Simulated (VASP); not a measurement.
# BaS (I4/mmm) in VASP: a series of runs, part 2 of 2

VASP 6.6.1. The steps go on from the part before.

**3. Single point, r2SCAN (strain +0.080 along x and y, +0.000 along z)**

POSCAR

```
BaS
1.0
    0.0000000000      3.4492500000      3.1937500000
    3.4492500000      0.0000000000      3.1937500000
    3.4492500000      3.4492500000      0.0000000000
Ba S
1 1
Direct
    0.0000000000      0.0000000000      0.0000000000
    0.5000000000      0.5000000000      0.5000000000
```

INCAR.step1

```
SYSTEM = BaS
PREC = Accurate
ENCUT = 520
ISMEAR = 0
SIGMA = 0.05
LREAL = .FALSE.
LASPH = .TRUE.
NELM = 80
NBANDS = 15
GGA = PE
ALGO = Normal
EDIFF = 1E-4
LWAVE = .TRUE.
LCHARG = .FALSE.
```

INCAR.step2

```
SYSTEM = BaS
PREC = Accurate
ENCUT = 520
EDIFF = 1E-6
ISMEAR = 0
SIGMA = 0.05
LREAL = .FALSE.
LASPH = .TRUE.
NELM = 80
ALGO = Normal
ISIF = 2
LWAVE = .FALSE.
LCHARG = .FALSE.
METAGGA = R2SCAN
LMIXTAU = .TRUE.
NBANDS = 15
ISTART = 1
```

KPOINTS

```
regular mesh
0
G
  6 6 6
  0 0 0
```

Potentials or basis: VASP PAW PBE potentials, release 64 (Ba_sv, S).

Started as:

```
> cat potpaw_PBE.64/Ba_sv/POTCAR potpaw_PBE.64/S/POTCAR > POTCAR
> cp INCAR.step1 INCAR
> mpirun -np 1 vasp_std > vasp.out
> cp INCAR.step2 INCAR
> mpirun -np 1 vasp_std > vasp.out
```

OUTCAR:

```text
SYSTEM = BaS
   PREC = Accurate
   ENCUT = 520
   EDIFF = 1E-6
   ISMEAR = 0
   LREAL = .FALSE.
   LASPH = .TRUE.
   NELM = 80
   ISIF = 2
   METAGGA = R2SCAN
   ISTART = 1

 ion  position               nearest neighbor table
   1  0.000  0.000  0.000-   2 3.19   2 3.19   2 3.45   2 3.45   2 3.45   2 3.45
   2  0.500  0.500  0.500-   1 3.19   1 3.19   1 3.45   1 3.45   1 3.45   1 3.45

  LATTYP: Found a body centered tetragonal cell.
 ALAT       =     4.8779761300
 C/A-ratio  =     1.3094570022

  Lattice vectors:

 A1 = (   0.0000000000,  -3.4492500000,  -3.1937500000)
 A2 = (   0.0000000000,   3.4492500000,  -3.1937500000)
 A3 = (   3.4492500000,   0.0000000000,   3.1937500000)

Analysis of symmetry for initial positions (statically):
=====================================================================
 Subroutine PRICEL returns:
 Original cell was already a primitive cell.

 Routine SETGRP: Setting up the symmetry group for a
 body centered tetragonal supercell.

 Subroutine GETGRP returns: Found 16 space group operations
 (whereof 16 operations were pure point group operations)
 out of a pool of 16 trial point group operations.

[... 177 lines left out ...]
      7       0.4491      2.00000
      8       0.6146      2.00000
      9       3.8501      0.00000
     10       4.6008      0.00000
     11       4.6008      0.00000
     12       5.0436      0.00000
     13       5.4139      0.00000
     14       6.0008      0.00000
[... 401 lines left out ...]
      2     -11.8075      2.00000
      3     -11.6424      2.00000
      4     -11.5525      2.00000
      5      -9.7986      2.00000
      6      -0.3518      2.00000
      7       0.0038      2.00000
      8       0.1738      2.00000
      9       3.7599      0.00000
     10       6.3017      0.00000
     11       6.9623      0.00000
     12       7.2844      0.00000
     13       7.4875      0.00000
     14       8.3193      0.00000
     15       9.0220      0.00000

 [... further k-points ...]

------------------------ aborting loop because EDIFF is reached ----------------------------------------

  FORCE on cell =-STRESS in cart. coord.  units (eV):
  Direction    XX          YY          ZZ          XY          YZ          ZX
  --------------------------------------------------------------------------------------
  -------------------------------------------------------------------------------------
  Total       -2.3256125     -2.3256125     -0.5448796      0.0000000     -0.0000000      0.0000000
  in kB      -49.0306527    -49.0306527    -11.4876421      0.0000000     -0.0000000      0.0000000
  external PRESSURE =     -36.5163159 kB  Pullay stress =       0.0000000 kB

 VOLUME and BASIS-vectors are now :
 -----------------------------------------------------------------------------
  energy-cutoff  :      520.00
  volume of cell :       75.99
      direct lattice vectors                 reciprocal lattice vectors
     0.000000000  3.449250000  3.193750000    -0.144959049  0.144959049  0.156555773
     3.449250000  0.000000000  3.193750000     0.144959049 -0.144959049  0.156555773
     3.449250000  3.449250000  0.000000000     0.144959049  0.144959049 -0.156555773

 POSITION                                       TOTAL-FORCE (eV/Angst)
 -----------------------------------------------------------------------------------
      0.00000      0.00000      0.00000        -0.000000      0.000000     -0.000000
      3.44925      3.44925      3.19375         0.000000     -0.000000      0.000000
 -----------------------------------------------------------------------------------
    total drift:                                0.000000      0.000000      0.000000

  FREE ENERGIE OF THE ION-ELECTRON SYSTEM (eV)
  ---------------------------------------------------
  free  energy   TOTEN  =       -39.0365085105 eV

  energy  without entropy=      -39.0365085105  energy(sigma->0) =      -39.03650851
```

OUTCAR.step1:

```text
SYSTEM = BaS
   PREC = Accurate
   ENCUT = 520
   ISMEAR = 0
   LREAL = .FALSE.
   LASPH = .TRUE.
[... 654 lines left out ...]
      0.00000      0.00000      0.00000         0.000000     -0.000000      0.000000
      3.44925      3.44925      3.19375        -0.000000      0.000000      0.000000
 -----------------------------------------------------------------------------------
    total drift:                                0.000000      0.000000      0.000000

  FREE ENERGIE OF THE ION-ELECTRON SYSTEM (eV)
  ---------------------------------------------------
  free  energy   TOTEN  =       -10.0412902066 eV

  energy  without entropy=      -10.0412902066  energy(sigma->0) =      -10.04129021
```

OSZICAR.step1:

```text
N       E                     dE             d eps       ncg     rms          rms(c)
DAV:   1     0.851143332189E+02    0.85114E+02   -0.67033E+03   900   0.917E+02
DAV:   2    -0.542777216803E+01   -0.90542E+02   -0.82625E+02  1213   0.163E+02
DAV:   3    -0.105299682528E+02   -0.51022E+01   -0.50693E+01  1256   0.418E+01
DAV:   4    -0.106201314356E+02   -0.90163E-01   -0.90142E-01  1136   0.565E+00
DAV:   5    -0.106226689521E+02   -0.25375E-02   -0.25375E-02  1296   0.730E-01    0.423E+00
DAV:   6    -0.100202328279E+02    0.60244E+00   -0.85720E-01  1061   0.536E+00    0.279E+00
DAV:   7    -0.100230698310E+02   -0.28370E-02   -0.20921E-01  1097   0.245E+00    0.201E+00
DAV:   8    -0.100381567349E+02   -0.15087E-01   -0.28256E-02   970   0.114E+00    0.218E-01
DAV:   9    -0.100399755164E+02   -0.18188E-02   -0.46363E-03  1124   0.485E-01    0.249E-01
DAV:  10    -0.100410838831E+02   -0.11084E-02   -0.12723E-03   949   0.211E-01    0.529E-02
DAV:  11    -0.100412818695E+02   -0.19799E-03   -0.24137E-04  1074   0.898E-02    0.241E-02
DAV:  12    -0.100412902066E+02   -0.83370E-05   -0.13118E-05   639   0.225E-02
   1 F= -.10041290E+02 E0= -.10041290E+02  d E =-.342348E-16
```

Wall time 100 s (1 thread of Intel Xeon 6975P-C, shared host); peak memory 0.23 GiB.

Results:

* Free energy: -39.0365 eV
* Pressure: -3.7 GPa
* Band gap on the k mesh: 2.49 eV, indirect (least direct gap 2.75 eV)

Levels at points of the mesh, in eV from the valence-band top:
```tsv
k point	band 4	band 5	band 6	band 7	band 8	band 9	band 10	band 11	band 12	band 13
(0.00, 0.00, 0.00)	-12.07	-10.71	-0.17	-0.17	0.00	3.24	3.99	3.99	4.43	4.80
(0.50, 0.00, 0.00)	-12.10	-9.92	-1.74	-0.99	-0.93	5.36	5.49	6.11	6.25	7.89
(0.50, 0.50, 0.00)	-12.24	-10.61	-0.55	-0.39	-0.39	2.49	5.76	6.09	7.03	7.03
(0.50, 0.00, 0.50)	-12.18	-10.62	-0.84	-0.34	-0.17	2.58	5.43	6.23	6.84	7.30
```

Caveat: the cell differs from its parent crystal (strain +0.080 along x and y, +0.000 along z); the PAW data sets were made with another functional, which shifts forces and pressure a little; spin-orbit coupling is left out, which moves the levels of the heavy elements. A k mesh can miss the band edges.

**4. Single point, r2SCAN (strain +0.080 along x and y, +0.040 along z)**

POSCAR

```
BaS
1.0
    0.0000000000      3.4492500000      3.3215000000
    3.4492500000      0.0000000000      3.3215000000
    3.4492500000      3.4492500000      0.0000000000
Ba S
1 1
Direct
    0.0000000000      0.0000000000      0.0000000000
    0.5000000000      0.5000000000      0.5000000000
```

INCAR.step1

```
PREC = Accurate ; ENCUT = 520
ISMEAR = 0 ; SIGMA = 0.05
LREAL = F ; LASPH = T
NELM = 100 ; NBANDS = 15
GGA = PE ; ALGO = Normal
EDIFF = 1E-4 ; LWAVE = T
LCHARG = F
```

INCAR.step2

```
PREC = Accurate ; ENCUT = 520
EDIFF = 1E-6 ; ISMEAR = 0
SIGMA = 0.05 ; LREAL = F
LASPH = T ; NELM = 100
ALGO = Normal ; ISIF = 2
LWAVE = F ; LCHARG = F
METAGGA = R2SCAN ; LMIXTAU = T
NBANDS = 15 ; ISTART = 1
```

KPOINTS

```
regular mesh
0
Gamma
  6 6 6
```

Started as:

```
> cat potpaw_PBE.64/Ba_sv/POTCAR potpaw_PBE.64/S/POTCAR > POTCAR
> cp INCAR.step1 INCAR
> mpirun -np 1 vasp_std > vasp.out
> cp INCAR.step2 INCAR
> mpirun -np 1 vasp_std > vasp.out
```

It took 1.9 min on 1 thread of Intel Xeon 6975P-C, shared host; peak memory 0.23 GiB.

It converged, with:

```yaml
Free_energy: -38.9844 eV
Pressure: -4.9 GPa
Band_gap_on_the_k_mesh: 2.62 eV, indirect (least direct gap 2.85 eV)
```

Stress tensor (GPa, compression positive):
```
-5.33  0.00  0.00
 0.00 -5.33  0.00
 0.00  0.00 -4.09
```

Levels at points of the mesh, in eV from the valence-band top:
```csv
k point,band 5,band 6,band 7,band 8,band 9,band 10,band 11,band 12
"(0.00, 0.00, 0.00)",-10.57,-0.06,-0.06,0.00,3.23,4.09,4.09,4.30
"(0.50, 0.00, 0.00)",-9.95,-1.58,-0.82,-0.79,5.31,5.45,6.02,6.09
"(0.50, 0.50, 0.00)",-10.48,-0.61,-0.28,-0.28,2.62,5.58,5.98,6.95
"(0.50, 0.00, 0.50)",-10.48,-0.73,-0.25,-0.19,2.66,5.49,5.99,6.84
```

Caveat: the cell differs from its parent crystal (strain +0.080 along x and y, +0.040 along z); the PAW data sets were made with another functional, which shifts forces and pressure a little; spin-orbit coupling is left out, which moves the levels of the heavy elements.

**5. Overview**

```tsv
cell	gap on the mesh (eV)	pressure (GPa)
a = 4.615, b = 4.615, c = 4.878 Å, angles 58.1, 58.1, 63.8°, 2 atoms	2.28	-1.7
a = 4.701, b = 4.701, c = 4.878 Å, angles 58.7, 58.7, 62.5°, 2 atoms	2.49	-3.7
a = 4.788, b = 4.788, c = 4.878 Å, angles 59.4, 59.4, 61.2°, 2 atoms	2.62	-4.9
```

Alike in all rows: task single point; level r2SCAN; potentials or basis VASP PAW PBE potentials, release 64 (Ba_sv, S); no spin polarisation; k mesh 6 × 6 × 6; cutoff (eV) 520; smearing gaussian 0.05 eV.

Caveats: the PAW data sets were made with another functional, which shifts forces and pressure a little; spin-orbit coupling is left out, which moves the levels of the heavy elements.

Absolute energies hang on the potentials; compare differences alone.
